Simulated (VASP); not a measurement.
# As2Se (I4_1/amd) in VASP: a series of runs

Runs on As2Se. Level: PBE. Tasks: single point.

Everything below comes from runs of VASP 6.6.1. Logs are shortened: lines on timing, memory, paths and dates and some standing lists are left out, and cuts for length are marked.

### Step 1. The cell of the first run

The structure is tetragonal, space group I4_1/amd (No. 141). Conventional cell: a = 7.059 Å, b = 7.059 Å, c = 5.307 Å, α = 90.00°, β = 90.00°, γ = 90.00°. Within 3.5 Å of As (site symmetry 2/m) lie 2 Se at 2.66 Å and 4 As at 2.83 Å. Se (site symmetry -4m2) has 4 As at 2.66 Å within 3.5 Å.

### Step 2. Single point, PBE

Input file INCAR:

```
SYSTEM = As2Se
ALGO = Normal
EDIFF = 1E-6
ENCUT = 520
GGA = PE
ISIF = 2
ISMEAR = 0
LASPH = .TRUE.
LCHARG = .FALSE.
LREAL = .FALSE.
LWAVE = .FALSE.
NBANDS = 25
NELM = 60
PREC = Accurate
SIGMA = 0.1
```

Input file KPOINTS:

```
k-points
0
G
  4 4 4
  0 0 0
```

Input file POSCAR:

```
As2Se
1.0
   -3.5294180000      3.5294180000      2.6535710000
    3.5294180000     -3.5294180000      2.6535710000
    3.5294180000      3.5294180000     -2.6535710000
As Se
4 2
Direct
    0.8750000000      0.1250000000      0.7500000000
    0.3750000000      0.1250000000      0.2500000000
    0.8750000000      0.6250000000      0.7500000000
    0.8750000000      0.1250000000      0.2500000000
    0.5000000000      0.5000000000      0.0000000000
    0.2500000000      0.7500000000      0.5000000000
```

Potentials or basis: VASP PAW PBE potentials, release 64 (As, Se).

Run with:

```bash
$ cat potpaw_PBE.64/As/POTCAR potpaw_PBE.64/Se/POTCAR > POTCAR
$ mpirun -np 1 vasp_std > vasp.out
```

OUTCAR:

```text
SYSTEM = As2Se
   EDIFF = 1E-6
   ENCUT = 520
   GGA = PE
   ISIF = 2
   ISMEAR = 0
   LASPH = .TRUE.
   LREAL = .FALSE.
   NELM = 60
   PREC = Accurate

 ion  position               nearest neighbor table
   1  0.875  0.125  0.750-   5 2.66   6 2.66   4 2.83   4 2.83   3 2.83   3 2.83
   2  0.375  0.125  0.250-   5 2.66   6 2.66   3 2.83   4 2.83   4 2.83   3 2.83
   3  0.875  0.625  0.750-   5 2.66   6 2.66   1 2.83   2 2.83   1 2.83   2 2.83
   4  0.875  0.125  0.250-   6 2.66   5 2.66   2 2.83   1 2.83   1 2.83   2 2.83
   5  0.500  0.500  0.000-   4 2.66   2 2.66   3 2.66   1 2.66
   6  0.250  0.750  0.500-   1 2.66   2 2.66   3 2.66   4 2.66

  LATTYP: Found a body centered tetragonal cell.
 ALAT       =     7.0588360000
 C/A-ratio  =     0.7518437884

  Lattice vectors:

 A1 = (  -3.5294180000,   3.5294180000,   2.6535710000)
 A2 = (   3.5294180000,  -3.5294180000,   2.6535710000)
 A3 = (   3.5294180000,   3.5294180000,  -2.6535710000)

Analysis of symmetry for initial positions (statically):
=====================================================================
 Subroutine PRICEL returns:
 Original cell was already a primitive cell.

 Routine SETGRP: Setting up the symmetry group for a
 body centered tetragonal supercell.

 Subroutine GETGRP returns: Found 16 space group operations
 (whereof  8 operations were pure point group operations)
 out of a pool of 16 trial point group operations.

The static configuration has the point symmetry D_2d.
 The point group associated with its full space group is D_4h.

Analysis of symmetry for dynamics (positions and initial velocities):
=====================================================================
 Subroutine PRICEL returns:
 Original cell was already a primitive cell.

 Routine SETGRP: Setting up the symmetry group for a
 body centered tetragonal supercell.

 Subroutine GETGRP returns: Found 16 space group operations
 (whereof  8 operations were pure point group operations)
 out of a pool of 16 trial point group operations.

The dynamic configuration has the point symmetry D_2d.
 The point group associated with its full space group is D_4h.

 Subroutine INISYM returns: Found 16 space group operations
 (whereof  8 operations are pure point group operations),
 and found     1 'primitive' translations

[... 90 lines left out ...]
   EDIFF  = 0.1E-05   stopping-criterion for ELM
   LREAL  =      F    real-space projection
   EDIFFG = 0.1E-04   stopping-criterion for IOM
   NSW    =      0    number of steps for IOM
   IBRION =     -1    ionic relax: 0-MD 1-quasi-New 2-CG
   NFREE  =      0    steps in history (QN), initial steepest desc. (CG)
   ISIF   =      2    stress and relaxation
   ISYM   =      2    0-nonsym 1-usesym 2-fastsym
   POTIM  = 0.5000    time-step for ionic-motion
   TEBEG  =    0.0;   TEEND  =   0.0 temperature during run
   PSTRESS=    0.0 pullay stress
   NELECT =      32.0000    total number of electrons
   NUPDOWN=      -1.0000    fix difference up-down
   EMIN   =  10.00;   EMAX   =-10.00  energy-range for DOS
   EFERMI =   0.00;   METHOD = LEGACY
   ISMEAR =     0;   SIGMA  =   0.10  broadening in eV -4-tet -1-fermi 0-gaus
   EFERMI_NEDOS =   21; number of points for ismear=-14 and -15
   IALGO  =     38    algorithm
   IMIX   =      4    mixing-type and parameters
     AMIX     =   0.40;   BMIX     =  1.00
     AMIX_MAG =   1.60;   BMIX_MAG =  1.00
  volume/ion in A,a.u.               =      22.04       148.71
  Fermi-wavevector in a.u.,A,eV,Ry     =   1.020217  1.927930 14.161523  1.040843
  Thomas-Fermi vector in A             =   2.153774
   LORBIT       =      0    0 simple, 1 ext, 2 COOP (PROOUT), +10 PAW based schemes
   GGA     = PE    functional components
   LHFCALC =     F    Hartree Fock is set to
   AEXX    =    0.0000 exact exchange contribution
   IVDW    =     0    specifies the selected vdW correction
   LEPSILON=     F    determine dielectric tensor
   LRPA    =     F    only Hartree local field effects (RPA)
 non-spin polarized calculation
 Gauss-broadening in eV      SIGMA  =   0.10
  energy-cutoff  :      520.00
  volume of cell :      132.22
 maximum number of plane-waves:      3605
   NGX = 21   NGY = 21   NGZ = 21

 number of electron      31.9999999 magnetization

 Free energy of the ion-electron system (eV)
  ---------------------------------------------------
  ext. energy  EPLUGINS =         0.00000000
  ---------------------------------------------------
  free energy    TOTEN  =       -25.00344679 eV

  energy without entropy =      -24.97309108  energy(sigma->0) =      -24.98826894

 E-fermi :   4.7856     XC(G=0):  -9.9390

 val. band max:        4.7828139715   @ k =  -0.2500   0.5000   0.2500
 cond. band min:       4.7995207488   @ k =   0.5000   0.5000   0.2500
 fundamental gap:      0.0167067773
 Fermi energy:         4.7856016637

 k-point     1 :       0.0000    0.0000    0.0000
  band No.  band energies     occupation
      1     -10.3149      2.00000
      2      -8.2139      2.00000
      3      -5.6648      2.00000
      4      -5.5968      2.00000
      5      -5.5968      2.00000
      6      -3.9393      2.00000
[... 353 lines left out ...]
     24       8.2066      0.00000
     25      11.3993      0.00000

------------------------ aborting loop because EDIFF is reached ----------------------------------------

  FORCE on cell =-STRESS in cart. coord.  units (eV):
  Direction    XX          YY          ZZ          XY          YZ          ZX
  --------------------------------------------------------------------------------------
  -------------------------------------------------------------------------------------
  Total        0.1193952      0.1193952     -1.1096501      0.0000000     -0.0000000      0.0000000
  in kB        1.4467730      1.4467730    -13.4462052      0.0000000     -0.0000000      0.0000000
  external PRESSURE =      -3.5175531 kB  Pullay stress =       0.0000000 kB

 VOLUME and BASIS-vectors are now :
 -----------------------------------------------------------------------------
  energy-cutoff  :      520.00
  volume of cell :      132.22
      direct lattice vectors                 reciprocal lattice vectors
    -3.529418000  3.529418000  2.653571000     0.000000000  0.141666416  0.188425333
     3.529418000 -3.529418000  2.653571000     0.141666416  0.000000000  0.188425333
     3.529418000  3.529418000 -2.653571000     0.141666416  0.141666416  0.000000000

 POSITION                                       TOTAL-FORCE (eV/Angst)
 -----------------------------------------------------------------------------------
      0.00000      5.29413      0.66339        -0.000000      0.000000     -0.000000
     -0.00000      1.76471      0.66339        -0.000000      0.000000     -0.000000
      1.76471      3.52942      1.99018        -0.000000      0.000000     -0.000000
     -1.76471      3.52942      1.99018        -0.000000      0.000000     -0.000000
      0.00000      0.00000      2.65357         0.000000     -0.000000      0.000000
      3.52942     -0.00000      1.32679        -0.000000      0.000000      0.000000
 -----------------------------------------------------------------------------------
    total drift:                               -0.000000      0.000000     -0.000000

  FREE ENERGIE OF THE ION-ELECTRON SYSTEM (eV)
  ---------------------------------------------------
  free  energy   TOTEN  =       -25.0034467940 eV

  energy  without entropy=      -24.9730910817  energy(sigma->0) =      -24.98826894
```

stdout:

```text
POSCAR found type information on POSCAR AsSe
 POSCAR found :  2 types and       6 ions
 scaLAPACK will be used
 LDA part: xc-table for (Slater+PW92), standard interpolation
 POSCAR, INCAR and KPOINTS ok, starting setup
 FFT: planning ... GRIDC
 FFT: planning ... GRID_SOFT
 FFT: planning ... GRID
 WAVECAR not read
 entering main loop
```

Run time: 24 s. Hardware: 1 thread of Intel Xeon 6975P-C (Granite Rapids), shared host; peak memory 0.25 GiB.

Results:

| Item | Value |
| --- | --- |
| Free energy | -25.0034 eV |
| Pressure | -0.4 GPa |
| Band gap on the k mesh | zero (band 16 reaches 4.90 eV, above the bottom of band 17 at 4.73 eV) |

Levels at points of the mesh, in eV from the Fermi level:
| k point | band 14 | band 15 | band 16 | band 17 | band 18 | band 19 |
| --- | --- | --- | --- | --- | --- | --- |
| (0.00, 0.00, 0.00) | -2.72 | -2.72 | -1.09 | 2.29 | 2.98 | 2.98 |
| (0.50, 0.00, 0.00) | -1.46 | -0.46 | -0.03 | 0.16 | 0.46 | 1.44 |
| (0.50, 0.50, 0.00) | -1.39 | -1.14 | -1.14 | -0.06 | -0.06 | 1.83 |
| (0.50, 0.50, 0.50) | -0.66 | -0.30 | -0.30 | 0.29 | 0.29 | 0.43 |

Caveat: the k points lie up to 0.37 Å⁻¹ apart.

### Step 3. Single point, PBE (volume scaled by 0.97, then relaxed in part)

Input file INCAR:

```
SYSTEM = As2Se
ALGO = Normal ; EDIFF = 1E-7
ENCUT = 520 ; GGA = PE
ISIF = 2 ; ISMEAR = 0
LASPH = .TRUE. ; LCHARG = .TRUE.
LELF = .TRUE. ; LREAL = .FALSE.
LVHAR = .TRUE. ; LWAVE = .FALSE.
NBANDS = 25 ; NELM = 100
PREC = Accurate ; SIGMA = 0.1
```

Input file KPOINTS:

```
k-points
0
G
  8 8 8
  0 0 0
```

Edit POSCAR of step 2 so:

```diff
@@ -2,5 +2,5 @@
 1.0
-   -3.5294180000      3.5294180000      2.6535710000
-    3.5294180000     -3.5294180000      2.6535710000
-    3.5294180000      3.5294180000     -2.6535710000
+   -3.4932981183      3.4932981183      2.6292150262
+    3.4932981183     -3.4932981183      2.6292150262
+    3.4932981183      3.4932981183     -2.6292150262
 As Se
```

Potentials or basis: VASP PAW PBE potentials, release 64 (As, Se).

Run with:

```bash
$ cat potpaw_PBE.64/As/POTCAR potpaw_PBE.64/Se/POTCAR > POTCAR
$ mpirun -np 1 vasp_std > vasp.out
```

OUTCAR:

```text
SYSTEM = As2Se
   EDIFF = 1E-7
   ENCUT = 520
   GGA = PE
   ISIF = 2
   ISMEAR = 0
   LASPH = .TRUE.
   LREAL = .FALSE.
   NELM = 100
   PREC = Accurate

 ion  position               nearest neighbor table
   1  0.875  0.125  0.750-   5 2.63   6 2.63   4 2.80   4 2.80   3 2.80   3 2.80
   2  0.375  0.125  0.250-   5 2.63   6 2.63   3 2.80   4 2.80   4 2.80   3 2.80
   3  0.875  0.625  0.750-   5 2.63   6 2.63   1 2.80   2 2.80   1 2.80   2 2.80
   4  0.875  0.125  0.250-   6 2.63   5 2.63   2 2.80   1 2.80   1 2.80   2 2.80
   5  0.500  0.500  0.000-   4 2.63   2 2.63   3 2.63   1 2.63
   6  0.250  0.750  0.500-   1 2.63   2 2.63   3 2.63   4 2.63

  LATTYP: Found a body centered tetragonal cell.
 ALAT       =     6.9865962366
 C/A-ratio  =     0.7526454763

  Lattice vectors:

 A1 = (  -3.4932981183,   3.4932981183,   2.6292150262)
 A2 = (   3.4932981183,  -3.4932981183,   2.6292150262)
 A3 = (   3.4932981183,   3.4932981183,  -2.6292150262)

Analysis of symmetry for initial positions (statically):
=====================================================================
 Subroutine PRICEL returns:
[... 186 lines left out ...]
 fundamental gap:      0.0465599523
 Fermi energy:         5.1073628927

 k-point     1 :       0.0000    0.0000    0.0000
  band No.  band energies     occupation
      1     -10.2178      2.00000
      2      -7.9468      2.00000
      3      -5.3672      2.00000
      4      -5.3672      2.00000
      5      -5.3526      2.00000
      6      -3.6514      2.00000
[... 661 lines left out ...]
     24       9.6380      0.00000
     25      11.0963      0.00000

 [... further k-points ...]

------------------------ aborting loop because EDIFF is reached ----------------------------------------

  FORCE on cell =-STRESS in cart. coord.  units (eV):
  Direction    XX          YY          ZZ          XY          YZ          ZX
  --------------------------------------------------------------------------------------
  -------------------------------------------------------------------------------------
  Total        1.7930109      1.7930109      1.8302493      0.0000000      0.0000000      0.0000000
  in kB       22.3839186     22.3839186     22.8488019      0.0000000      0.0000000      0.0000000
  external PRESSURE =      22.5388797 kB  Pullay stress =       0.0000000 kB

 VOLUME and BASIS-vectors are now :
 -----------------------------------------------------------------------------
  energy-cutoff  :      520.00
  volume of cell :      128.34
      direct lattice vectors                 reciprocal lattice vectors
    -3.493298118  3.493298118  2.629215026     0.000000000  0.143131214  0.190170829
     3.493298118 -3.493298118  2.629215026     0.143131214  0.000000000  0.190170829
     3.493298118  3.493298118 -2.629215026     0.143131214  0.143131214  0.000000000

 POSITION                                       TOTAL-FORCE (eV/Angst)
 -----------------------------------------------------------------------------------
      0.00000      5.23995      0.65730         0.000000     -0.000000     -0.000000
      0.00000      1.74665      0.65730         0.000000     -0.000000     -0.000000
      1.74665      3.49330      1.97191         0.000000     -0.000000     -0.000000
     -1.74665      3.49330      1.97191         0.000000     -0.000000     -0.000000
      0.00000      0.00000      2.62922        -0.000000      0.000000      0.000000
      3.49330      0.00000      1.31461         0.000000     -0.000000     -0.000000
 -----------------------------------------------------------------------------------
    total drift:                               -0.000000      0.000000     -0.000000

  FREE ENERGIE OF THE ION-ELECTRON SYSTEM (eV)
  ---------------------------------------------------
  free  energy   TOTEN  =       -25.2060403067 eV

  energy  without entropy=      -25.1945827778  energy(sigma->0) =      -25.20031154
```

OSZICAR:

```text
N       E                     dE             d eps       ncg     rms          rms(c)
DAV:   1     0.135383442652E+03    0.13538E+03   -0.12904E+04  2950   0.109E+03
DAV:   2    -0.143252572786E+02   -0.14971E+03   -0.14040E+03  3790   0.172E+02
DAV:   3    -0.251138382937E+02   -0.10789E+02   -0.10534E+02  3866   0.475E+01
DAV:   4    -0.252543967902E+02   -0.14056E+00   -0.14016E+00  3391   0.594E+00
DAV:   5    -0.252557602825E+02   -0.13635E-02   -0.13618E-02  3820   0.565E-01    0.631E+00
DAV:   6    -0.252007742393E+02    0.54986E-01   -0.98543E-02  3349   0.169E+00    0.383E+00
DAV:   7    -0.252053247183E+02   -0.45505E-02   -0.67485E-02  3460   0.121E+00    0.921E-01
DAV:   8    -0.252058295397E+02   -0.50482E-03   -0.28776E-03  3483   0.374E-01    0.116E-01
DAV:   9    -0.252060102364E+02   -0.18070E-03   -0.95183E-04  3351   0.173E-01    0.540E-02
DAV:  10    -0.252060341912E+02   -0.23955E-04   -0.60384E-05  3684   0.436E-02    0.143E-02
DAV:  11    -0.252060395384E+02   -0.53472E-05   -0.11981E-05  3251   0.229E-02    0.473E-03
DAV:  12    -0.252060402884E+02   -0.75000E-06   -0.12964E-06  3728   0.657E-03    0.199E-03
DAV:  13    -0.252060401463E+02    0.14212E-06   -0.20600E-07  2427   0.235E-03    0.942E-04
DAV:  14    -0.252060402689E+02   -0.12255E-06   -0.36354E-08  1695   0.924E-04    0.242E-04
DAV:  15    -0.252060403067E+02   -0.37789E-07   -0.46876E-09  1649   0.343E-04
   1 F= -.25206040E+02 E0= -.25200312E+02  d E =-.114575E-01
```

stdout:

```text
POSCAR found type information on POSCAR AsSe
 POSCAR found :  2 types and       6 ions
 scaLAPACK will be used
 LDA part: xc-table for (Slater+PW92), standard interpolation
 POSCAR, INCAR and KPOINTS ok, starting setup
 FFT: planning ... GRIDC
 FFT: planning ... GRID_SOFT
 FFT: planning ... GRID
 WAVECAR not read
 entering main loop
```

Run time: 97 s. Hardware: 1 thread of Intel Xeon 6975P-C (Granite Rapids), shared host; peak memory 0.34 GiB.

What came out:

| Item | Value |
| --- | --- |
| Free energy | -25.2060 eV |
| Pressure | 2.3 GPa |
| Band gap on the k mesh | zero (band 16 reaches 5.38 eV, above the bottom of band 17 at 4.97 eV) |

Levels at points of the mesh, in eV from the Fermi level:
| k point | band 12 | band 13 | band 14 | band 15 | band 16 | band 17 | band 18 | band 19 | band 20 | band 21 |
| --- | --- | --- | --- | --- | --- | --- | --- | --- | --- | --- |
| (0.00, 0.00, 0.00) | -2.96 | -2.96 | -2.80 | -2.80 | -1.03 | 2.43 | 3.08 | 3.08 | 3.40 | 4.04 |
| (0.50, 0.00, 0.00) | -2.56 | -1.80 | -1.49 | -0.52 | -0.04 | 0.19 | 0.49 | 1.53 | 2.60 | 3.01 |
| (0.50, 0.50, 0.00) | -2.32 | -1.42 | -1.42 | -1.19 | -1.19 | -0.06 | -0.06 | 1.88 | 1.88 | 3.86 |
| (0.50, 0.50, 0.50) | -2.51 | -0.73 | -0.73 | -0.35 | -0.35 | 0.35 | 0.35 | 0.44 | 0.44 | 2.63 |

### Step 4. Single point, PBE

Input file INCAR:

```
PREC     = Accurate       # precision mode
ENCUT    = 520            # plane-wave cutoff, eV
EDIFF    = 1E-7           # SCF threshold, eV
ISMEAR   = 0              # smearing method
SIGMA    = 0.1            # smearing width, eV
LREAL    = False          # projectors in reciprocal space
LASPH    = True           # aspherical terms in the spheres
NELM     = 60             # most SCF steps
ALGO     = Normal         # electronic algorithm
ISIF     = 2              # what is computed and relaxed
LWAVE    = False          # write WAVECAR
LCHARG   = False          # write CHGCAR
GGA      = PE             # functional
NBANDS   = 25             # bands
```

Input file KPOINTS:

```
Automatic mesh
0
Gamma
  8 8 8
```

Edit POSCAR of step 3 so:

```diff
@@ -2,5 +2,5 @@
 1.0
-   -3.4932981183      3.4932981183      2.6292150262
-    3.4932981183     -3.4932981183      2.6292150262
-    3.4932981183      3.4932981183     -2.6292150262
+   -3.5399917821      3.5399917821      2.6394969446
+    3.5399917821     -3.5399917821      2.6394969446
+    3.5399917821      3.5399917821     -2.6394969446
 As Se
```

Run with:

```bash
$ cat potpaw_PBE.64/As/POTCAR potpaw_PBE.64/Se/POTCAR > POTCAR
$ mpirun -np 1 vasp_std > vasp.out
```

Run time: 1.8 min. Hardware: 1 thread of Intel Xeon 6975P-C (Granite Rapids), shared host; peak memory 0.34 GiB.

Results (log left out):

| Property | Result |
| --- | --- |
| Free energy | -25.2342 eV |
| Pressure | 0.1 GPa |
| Band gap on the k mesh | zero (band 16 reaches 5.04 eV, above the bottom of band 17 at 4.63 eV) |

Levels at points of the mesh, in eV from the Fermi level:
```csv
k point,band 12,band 13,band 14,band 15,band 16,band 17,band 18,band 19,band 20,band 21
"(0.00, 0.00, 0.00)",-2.90,-2.90,-2.65,-2.65,-1.08,2.35,3.00,3.00,3.47,3.90
"(0.50, 0.00, 0.00)",-2.42,-1.76,-1.45,-0.49,0.00,0.19,0.51,1.47,2.63,3.00
"(0.50, 0.50, 0.00)",-2.25,-1.34,-1.34,-1.15,-1.15,-0.05,-0.05,1.86,1.86,3.75
"(0.50, 0.50, 0.50)",-2.42,-0.67,-0.67,-0.34,-0.34,0.25,0.25,0.41,0.41,2.60
```

### Step 5. Overview

```tsv
cell	k mesh	gap on the mesh (eV)	pressure (GPa)
a = 5.653 Å, angles 102.7, 102.7, 124.0°, 6 atoms	4 × 4 × 4	none	-0.4
a = 5.596 Å, angles 102.8, 102.8, 124.0°, 6 atoms	8 × 8 × 8	none	2.3
a = 5.660 Å, angles 102.6, 102.6, 124.4°, 6 atoms	8 × 8 × 8	none	0.1
```

Alike in all rows: task single point; level PBE; potentials or basis VASP PAW PBE potentials, release 64 (As, Se); no spin polarisation; cutoff (eV) 520; smearing gaussian 0.1 eV.

Caveats: some runs use coarse meshes.

Absolute energies hang on the potentials; compare differences alone.
